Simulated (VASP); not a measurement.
Write the native input for VASP 6.6.1 that does the following.

```yaml
Task: relaxation of cell and atoms
Functional: PBE
Potentials_or_basis: VASP PAW PBE potentials, release 64 (Mo_sv, C)
Cutoff: 600 eV
k_mesh: 12 × 12 × 8
Occupations: gaussian, width 0.1 eV
Spin: no spin polarisation
Dipole_correction: no
Further_INCAR_settings: ALGO = Normal; EDIFF = 1e-07; IBRION = 2; EDIFFG = -0.01; NSW = 100; ISIF = 3
```

The structure of Mo2C3 lies in POSCAR:

```
Mo2C3
1.0
    3.4248330470      0.0000000000      0.0000000000
    0.0000000000      3.4248330470      0.0000000000
    0.0000000000      0.0000000000      5.1843518075
Mo C
2 3
Direct
    0.5000000000      0.5000000000      0.7446524651
    0.5000000000      0.5000000000      0.2553475349
    0.0000000000      0.0000000000      0.0000000000
    0.5000000000      0.0000000000      0.0000000000
    0.0000000000      0.5000000000      0.0000000000
```

These files were run (other wordings do the same):

INCAR

```
PREC = Accurate ; ENCUT = 600
EDIFF = 1E-7 ; ISMEAR = 0
SIGMA = 0.1 ; LREAL = False
LASPH = True ; NELM = 60
ALGO = Normal ; ISIF = 3
LWAVE = False ; LCHARG = False
GGA = PE ; IBRION = 2
NSW = 100 ; EDIFFG = -0.01
```

KPOINTS

```
Automatic mesh
0
Gamma
  12 12 8
```

Potentials or basis: VASP PAW PBE potentials, release 64 (Mo_sv, C).

The run is started by

```bash
$ cat potpaw_PBE.64/Mo_sv/POTCAR potpaw_PBE.64/C/POTCAR > POTCAR
$ mpirun -np 1 vasp_std > vasp.out
```

Results of the run:

The relaxed volume is 12.15 Å³/atom and the relaxed cell is a = 3.430 Å, b = 3.430 Å, c = 5.163 Å, α = 90.00°, β = 90.00°, γ = 90.00°. The space group after relaxing (to 0.05 Å) is P4/mmm (No. 123). The energy gained by relaxing is 0.3 meV/atom, the ionic steps are 5 and the pressure after relaxing is 0.0 GPa. The largest force after relaxing is 0.010 eV/Å and the band gap on the k mesh is zero (band 20 reaches 9.42 eV, above the bottom of band 21 at 8.14 eV).

It took 6.5 min on 1 thread of Intel(R) Xeon(R) Platinum 8488C (Sapphire Rapids) (shared host), peak memory 0.34 GiB.
